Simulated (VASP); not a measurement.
# Ni (Fm-3m) in VASP: a series of runs

Runs on Ni. Level: PBE. Tasks: single point.

Program: VASP 6.6.1. These are calculated values, not measurements. Logs are shortened: lines on timing, memory, paths and dates and some standing lists are left out, and cuts for length are marked.

## Step 1: The cell of the first run

It takes space group Fm-3m (No. 225, cubic). The conventional cell has a = 3.540 Å, b = 3.540 Å, c = 3.540 Å, α = 90.00°, β = 90.00°, γ = 90.00°. Within 3.3 Å of Ni (site symmetry m-3m) lie 12 Ni at 2.50 Å.

## Step 2: Single point, PBE, collinear spin, zero start

INCAR

```
SYSTEM = Ni
PREC     = Accurate       ! precision mode
ENCUT    = 520            ! plane-wave cutoff, eV
EDIFF    = 1E-6           ! SCF threshold, eV
ISMEAR   = -1             ! smearing method
SIGMA    = 0.1            ! smearing width, eV
LREAL    = .False.        ! projectors in reciprocal space
LASPH    = .True.         ! aspherical terms in the spheres
NELM     = 150            ! most SCF steps
ALGO     = Normal         ! electronic algorithm
ISIF     = 2              ! what is computed and relaxed
LWAVE    = .False.        ! write WAVECAR
LCHARG   = .False.        ! write CHGCAR
ISPIN    = 2              ! spin polarisation
MAGMOM   = 0              ! initial moments
LORBIT   = 11             ! projections on sites
NUPDOWN  = 0.0            ! fixed moment
LMAXMIX  = 4              ! l up to which the mixer works
GGA      = PE             ! functional
NBANDS   = 15             ! bands
```

KPOINTS

```
regular mesh
0
Gamma
  13 13 13
  0 0 0
```

POSCAR

```
Ni
1.0
    0.0000000000      1.7701000000      1.7701000000
    1.7701000000      0.0000000000      1.7701000000
    1.7701000000      1.7701000000      0.0000000000
Ni
1
Direct
    0.0000000000      0.0000000000      0.0000000000
```

Potentials or basis: VASP PAW PBE potentials, release 64 (Ni).

Launch:

```
> cat potpaw_PBE.64/Ni/POTCAR > POTCAR
> mpirun -np 1 vasp_std > vasp.out
```

OUTCAR:

```text
SYSTEM = Ni
   PREC = Accurate
   ENCUT = 520
   EDIFF = 1E-6
   ISMEAR = -1
   LREAL = .False.
   LASPH = .True.
   NELM = 150
   ISIF = 2
   ISPIN = 2
   LORBIT = 11
   NUPDOWN = 0.0
   GGA = PE

 ion  position               nearest neighbor table
   1  0.000  0.000  0.000-

  LATTYP: Found a face centered cubic cell.
 ALAT       =     3.5402000000

  Lattice vectors:

 A1 = (   0.0000000000,   1.7701000000,   1.7701000000)
 A2 = (   1.7701000000,   0.0000000000,   1.7701000000)
 A3 = (   1.7701000000,   1.7701000000,   0.0000000000)

Analysis of symmetry for initial positions (statically):
=====================================================================
 Subroutine PRICEL returns:
 Original cell was already a primitive cell.

 Routine SETGRP: Setting up the symmetry group for a
 face centered cubic supercell.

 Subroutine GETGRP returns: Found 48 space group operations
 (whereof 48 operations were pure point group operations)
 out of a pool of 48 trial point group operations.

The static configuration has the point symmetry O_h .

Analysis of symmetry for dynamics (positions and initial velocities):
=====================================================================
 Subroutine PRICEL returns:
 Original cell was already a primitive cell.

 Routine SETGRP: Setting up the symmetry group for a
 face centered cubic supercell.

 Subroutine GETGRP returns: Found 48 space group operations
 (whereof 48 operations were pure point group operations)
 out of a pool of 48 trial point group operations.

The dynamic configuration has the point symmetry O_h .

Analysis of structural, dynamic, and magnetic symmetry:
=====================================================================
 Subroutine PRICEL returns:
 Original cell was already a primitive cell.

 Routine SETGRP: Setting up the symmetry group for a
 face centered cubic supercell.

 Subroutine GETGRP returns: Found 48 space group operations
 (whereof 48 operations were pure point group operations)
 out of a pool of 48 trial point group operations.

The overall configuration has the point symmetry O_h .

 Subroutine INISYM returns: Found 48 space group operations
 (whereof 48 operations are pure point group operations),
 and found     1 'primitive' translations

----------------------------------------------------------------------------------------

                                     Primitive cell

  volume of cell :      11.0923

  direct lattice vectors                    reciprocal lattice vectors
     0.000000000  1.770100000  1.770100000    -0.282469917  0.282469917  0.282469917
     1.770100000  0.000000000  1.770100000     0.282469917 -0.282469917  0.282469917
     1.770100000  1.770100000  0.000000000     0.282469917  0.282469917 -0.282469917

  length of vectors
     2.503299427  2.503299427  2.503299427     0.489252248  0.489252248  0.489252248

  position of ions in fractional coordinates (direct lattice)
     0.000000000  0.000000000  0.000000000

  ion indices of the primitive-cell ions
   primitive index   ion index
                 1           1

----------------------------------------------------------------------------------------

 KPOINTS: regular mesh

Automatic generation of k-mesh.
 Grid dimensions read from file:
 generate k-points for:   13   13   13

 Generating k-lattice:

  Cartesian coordinates                     Fractional coordinates (reciprocal lattice)
    -0.021728455  0.021728455  0.021728455     0.076923077  0.000000000  0.000000000
     0.021728455 -0.021728455  0.021728455     0.000000000  0.076923077  0.000000000
     0.021728455  0.021728455 -0.021728455     0.000000000  0.000000000  0.076923077

  Length of vectors
     0.037634788  0.037634788  0.037634788

  Shift w.r.t. Gamma in fractional coordinates (k-lattice)
     0.000000000  0.000000000  0.000000000

 Subroutine IBZKPT returns following result:
 ===========================================

 Found     84 irreducible k-points:

 Following reciprocal coordinates:
            Coordinates               Weight
  0.000000  0.000000  0.000000      1.000000
  0.076923  0.000000  0.000000      8.000000
  0.153846  0.000000  0.000000      8.000000
  0.230769  0.000000  0.000000      8.000000
  0.307692  0.000000  0.000000      8.000000
  0.384615  0.000000  0.000000      8.000000
[... 16 lines left out ...]
  0.384615  0.153846  0.000000     24.000000
  0.461538  0.153846  0.000000     24.000000
 [... further k-points ...]
   k-points           NKPTS =     84   k-points in BZ     NKDIM =     84   number of bands    NBANDS=     15
   number of dos      NEDOS =    301   number of ions     NIONS =      1
   total plane-waves  NPLWV =   8000
   dimension x,y,z NGX =    20 NGY =   20 NGZ =   20
   dimension x,y,z NGXF=    40 NGYF=   40 NGZF=   40
   ions per type =               1
   NGX,Y,Z   is equivalent  to a cutoff of  13.28, 13.28, 13.28 a.u.
   NGXF,Y,Z  is equivalent  to a cutoff of  26.56, 26.56, 26.56 a.u.
 SYSTEM =  Ni
   PREC   = accura    normal or accurate (medium, high low for compatibility)
   ISTART =      0    job   : 0-new  1-cont  2-samecut
   ICHARG =      2    charge: 1-file 2-atom 10-const
   ISPIN  =      2    spin polarized calculation?
   LNONCOLLINEAR =      F non collinear calculations
   LSORBIT =      F    spin-orbit coupling
   LASPH  =      T    aspherical Exc in radial PAW
   ENCUT  =  520.0 eV  38.22 Ry    6.18 a.u.   4.65  4.65  4.65*2*pi/ulx,y,z
   NELM   =    150;   NELMIN=  2; NELMDL= -5     # of ELM steps
   EDIFF  = 0.1E-05   stopping-criterion for ELM
   LREAL  =      F    real-space projection
   EDIFFG = 0.1E-04   stopping-criterion for IOM
   NSW    =      0    number of steps for IOM
   IBRION =     -1    ionic relax: 0-MD 1-quasi-New 2-CG
   NFREE  =      0    steps in history (QN), initial steepest desc. (CG)
   ISIF   =      2    stress and relaxation
   ISYM   =      2    0-nonsym 1-usesym 2-fastsym
   POTIM  = 0.5000    time-step for ionic-motion
   TEBEG  =    0.0;   TEEND  =   0.0 temperature during run
   PSTRESS=    0.0 pullay stress
   NELECT =      10.0000    total number of electrons
   NUPDOWN=       0.0000    fix difference up-down
   EMIN   =  10.00;   EMAX   =-10.00  energy-range for DOS
   EFERMI =   0.00;   METHOD = LEGACY
   ISMEAR =    -1;   SIGMA  =   0.10  broadening in eV -4-tet -1-fermi 0-gaus
   EFERMI_NEDOS =   21; number of points for ismear=-14 and -15
   IALGO  =     38    algorithm
   IMIX   =      4    mixing-type and parameters
     AMIX     =   0.40;   BMIX     =  1.00
     AMIX_MAG =   1.60;   BMIX_MAG =  1.00
  volume/ion in A,a.u.               =      11.09        74.85
  Fermi-wavevector in a.u.,A,eV,Ry     =   1.581492  2.988587 34.029767  2.501117
  Thomas-Fermi vector in A             =   2.681559
   LORBIT       =     11    0 simple, 1 ext, 2 COOP (PROOUT), +10 PAW based schemes
   GGA     = PE    functional components
   LHFCALC =     F    Hartree Fock is set to
   AEXX    =    0.0000 exact exchange contribution
   IVDW    =     0    specifies the selected vdW correction
   LEPSILON=     F    determine dielectric tensor
   LRPA    =     F    only Hartree local field effects (RPA)
 spin polarized calculation
  energy-cutoff  :      520.00
  volume of cell :       11.09
 maximum number of plane-waves:       307
   NGX =  9   NGY =  9   NGZ =  9

 number of electron      10.0000009 magnetization       0.0000000

 number of electron      10.0000009 magnetization      -0.0000000

 Free energy of the ion-electron system (eV)
  ---------------------------------------------------
  ext. energy  EPLUGINS =         0.00000000
  ---------------------------------------------------
  free energy    TOTEN  =        -5.45995081 eV

  energy without entropy =       -5.36883430  energy(sigma->0) =       -5.41439256

 E-fermi :   8.9441     XC(G=0): -13.1404

 val. band max:        8.9346467842   @ k =  -0.4615   0.3077   0.0000
 cond. band min:       8.9464149996   @ k =   0.4615   0.2308   0.0000
 fundamental gap:      0.0117682154
 Fermi energy:         8.9441052569

 spin component 1

 k-point     1 :       0.0000    0.0000    0.0000
  band No.  band energies     occupation
      1       0.2110      1.00000
      2       7.1204      1.00000
      3       7.1204      1.00000
      4       7.1204      1.00000
      5       8.1829      0.99951
      6       8.1829      0.99951
      7      32.5815      0.00000
      8      36.3656      0.00000
      9      36.3656      0.00000
     10      36.3656      0.00000
     11      39.3076      0.00000
     12      39.3076      0.00000
     13      39.3076      0.00000
     14      42.1890      0.00000
     15      48.4394      0.00000
[... 397 lines left out ...]
 k-point    24 :       0.4615    0.1538    0.0000
  band No.  band energies     occupation
      1       4.9108      1.00000
      2       6.5871      1.00000
      3       7.0705      1.00000
      4       7.4651      1.00000
      5       8.9220      0.55503
      6      10.1487      0.00001
      7      16.9872      0.00000
      8      27.7103      0.00000
      9      29.3351      0.00000
     10      31.4580      0.00000
     11      41.3287      0.00000
     12      41.5608      0.00000
     13      44.4510      0.00000
     14      47.7641      0.00000
     15      55.8772      0.00000

 [... further k-points ...]

 spin component 2

 k-point     1 :       0.0000    0.0000    0.0000
  band No.  band energies     occupation
      1       0.2110      1.00000
      2       7.1204      1.00000
      3       7.1204      1.00000
      4       7.1204      1.00000
      5       8.1829      0.99951
      6       8.1829      0.99951
      7      32.5814      0.00000
      8      36.3656      0.00000
      9      36.3656      0.00000
     10      36.3656      0.00000
     11      39.3076      0.00000
     12      39.3076      0.00000
     13      39.3076      0.00000
     14      42.1889      0.00000
     15      48.4394      0.00000
[... 397 lines left out ...]
 k-point    24 :       0.4615    0.1538    0.0000
  band No.  band energies     occupation
      1       4.9108      1.00000
      2       6.5871      1.00000
      3       7.0705      1.00000
      4       7.4651      1.00000
      5       8.9220      0.55503
      6      10.1487      0.00001
      7      16.9872      0.00000
      8      27.7103      0.00000
      9      29.3351      0.00000
     10      31.4580      0.00000
     11      41.3287      0.00000
     12      41.5608      0.00000
     13      44.4510      0.00000
     14      47.7641      0.00000
     15      55.8772      0.00000

 [... further k-points ...]
[... 5 lines left out ...]
  --------------------------------------------------------------------------------------
  -------------------------------------------------------------------------------------
  Total       -0.2744879     -0.2744879     -0.2744879     -0.0000000      0.0000000     -0.0000000
  in kB      -39.6469996    -39.6469996    -39.6469996     -0.0000000      0.0000000     -0.0000000
  external PRESSURE =     -39.6469996 kB  Pullay stress =       0.0000000 kB

 VOLUME and BASIS-vectors are now :
 -----------------------------------------------------------------------------
  energy-cutoff  :      520.00
  volume of cell :       11.09
      direct lattice vectors                 reciprocal lattice vectors
     0.000000000  1.770100000  1.770100000    -0.282469917  0.282469917  0.282469917
     1.770100000  0.000000000  1.770100000     0.282469917 -0.282469917  0.282469917
     1.770100000  1.770100000  0.000000000     0.282469917  0.282469917 -0.282469917

 POSITION                                       TOTAL-FORCE (eV/Angst)
 -----------------------------------------------------------------------------------
      0.00000      0.00000      0.00000        -0.000000      0.000000     -0.000000
 -----------------------------------------------------------------------------------
    total drift:                                0.000000      0.000000      0.000000

  FREE ENERGIE OF THE ION-ELECTRON SYSTEM (eV)
  ---------------------------------------------------
  free  energy   TOTEN  =        -5.4599508100 eV

  energy  without entropy=       -5.3688343003  energy(sigma->0) =       -5.41439256

 total charge

# of ion       s       p       d       tot
------------------------------------------
    1        0.486   0.477   8.316   9.279

 magnetization (x)

# of ion       s       p       d       tot
------------------------------------------
    1        0.000   0.000   0.000   0.000
```

Wall time 22 s (1 thread of Intel Xeon Platinum 8259CL at 2.50GHz (Skylake/Cascade Lake), shared host); peak memory 0.14 GiB.

Results:

| Item | Value |
| --- | --- |
| Free energy | -5.4600 eV |
| Pressure | -4.0 GPa |
| Net moment | 0.00 μB per cell |
| Valence electrons inside the program's atomic spheres | Ni 9.28 |

Caveat: the total moment is fixed, so each spin has its own Fermi level.

## Step 3: Single point, PBE, collinear spin, ferromagnetic start

INCAR

```
SYSTEM = Ni
ALGO = Normal
EDIFF = 1E-6
ENCUT = 520
GGA = PE
ISIF = 2
ISMEAR = -1
ISPIN = 2
LASPH = .True.
LCHARG = .True.
LELF = .True.
LMAXMIX = 4
LORBIT = 11
LREAL = .False.
LVHAR = .True.
LWAVE = .False.
MAGMOM = 2
NBANDS = 15
NELM = 150
PREC = Accurate
SIGMA = 0.1
```

KPOINTS

```
k-points
0
Gamma
  13 13 13
  0 0 0
```

POSCAR is that of step 2.

Potentials or basis: VASP PAW PBE potentials, release 64 (Ni).

Launch:

```
> cat potpaw_PBE.64/Ni/POTCAR > POTCAR
> mpirun -np 1 vasp_std > vasp.out
```

Wall time 26 s (1 thread of Intel Xeon Platinum 8259CL at 2.50GHz (Skylake/Cascade Lake), shared host); peak memory 0.14 GiB.

It converged, with:

```
Free energy                                           : -5.4978 eV
Pressure                                              : -3.2 GPa
Net moment                                            : 0.62 μB per cell
Site moments                                          : Ni +0.64 μB
Valence electrons inside the program's atomic spheres : Ni 9.28
```

Levels at points of the mesh, in eV from the Fermi level:
Spin up:
| k point | band 3 | band 4 | band 5 | band 6 | band 7 | band 8 |
| --- | --- | --- | --- | --- | --- | --- |
| (0.00, 0.00, 0.00) | -2.37 | -2.37 | -1.23 | -1.23 | 23.56 | 27.27 |
Spin down:
```
           k point  band 2  band 3  band 4  band 5  band 6  band 7  band 8  band 9
(0.00, 0.00, 0.00)   -1.63   -1.63   -1.63   -0.64   -0.64   23.41   27.26   27.26
```

## Step 4: Single point, PBE, collinear spin, ferromagnetic start

INCAR

```
PREC = Accurate
ENCUT = 520
EDIFF = 1E-6
ISMEAR = -1
SIGMA = 0.1
LREAL = False
LASPH = True
NELM = 150
ALGO = Normal
ISIF = 2
LWAVE = False
LCHARG = True
ISPIN = 2
MAGMOM = 0.48
LORBIT = 11
NUPDOWN = 0.48
LMAXMIX = 4
GGA = PE
LELF = True
LVHAR = True
NBANDS = 15
```

KPOINTS

```
Automatic mesh
0
Gamma
  13 13 13
```

POSCAR is that of step 3.

Launch:

```
> cat potpaw_PBE.64/Ni/POTCAR > POTCAR
> mpirun -np 1 vasp_std > vasp.out
```

Wall time 25 s (1 thread of Intel Xeon Platinum 8259CL at 2.50GHz (Skylake/Cascade Lake), shared host); peak memory 0.14 GiB.

It converged, with:

| Item | Value |
| --- | --- |
| Free energy | -5.4881 eV |
| Pressure | -3.5 GPa |
| Net moment | 0.48 μB per cell |
| Site moments | Ni +0.49 μB |
| Valence electrons inside the program's atomic spheres | Ni 9.28 |

Caveat: the total moment is fixed, so each spin has its own Fermi level.

## Step 5: Summary

| spin | fixed moment (μB) | pressure (GPa) | moment (μB) |
| --- | --- | --- | --- |
| collinear, zero start | 0.0 | -4.0 | 0.00 |
| collinear, ferromagnetic start | - | -3.2 | 0.62 |
| collinear, ferromagnetic start | 0.48 | -3.5 | 0.48 |

Alike in all rows: task single point; level PBE; potentials or basis VASP PAW PBE potentials, release 64 (Ni); cell as given; k mesh 13 × 13 × 13; cutoff (eV) 520; smearing fermi-dirac 0.1 eV.

Caveats: the total moment is fixed, so each spin has its own Fermi level (some runs).

Absolute energies hang on the potentials; compare differences alone.
